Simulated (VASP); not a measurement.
Runs of VASP 6.6.1 on TaBi (rocksalt type). The structure is that of space group Fm-3m (No. 225), or close to it. The cells are those of the table. 

| task | cell | smearing | k mesh for the DOS | occupations for the DOS | gap on the mesh (eV) | pressure (GPa) |
| --- | --- | --- | --- | --- | --- | --- |
| single point | a = 3.303 Å, angles 60.0°, 2 atoms | fermi-dirac 0.08 eV | - | - | none | (a) |
| single point | a = 3.963 Å, angles 60.0°, 2 atoms | fermi-dirac 0.08 eV | - | - | none | 7.1 |
| single point | a = 3.089 Å, angles 60.0°, 2 atoms | fermi-dirac 0.08 eV | - | - | none | 552.4 |
| single point | a = 3.963 Å, angles 60.0°, 2 atoms | methfessel-paxton 0.05 eV | - | - | none | 7.0 |
| single point | a = 4.031 Å, angles 60.0°, 2 atoms | fermi-dirac 0.08 eV | - | - | none | (b) |
| single point | a = 3.819 Å, angles 60.0°, 2 atoms | fermi-dirac 0.08 eV | - | - | none | 28.2 |

Alike in all rows: level LDA; potentials or basis VASP PAW LDA potentials, release 64 (Ta_pv, Bi_d); no spin polarisation; k mesh 11 × 11 × 11; cutoff (eV) 520.

Task: Fill in the values left out.

Result: (a) 271.7; (b) 0.3.

Caveats: spin-orbit coupling is left out, which moves the levels of the heavy elements.

A k mesh can miss the band edges, and the runs leave out spin-orbit coupling on Bi, Ta.

A gap of «none» marks levels without a gap at the run's occupations.
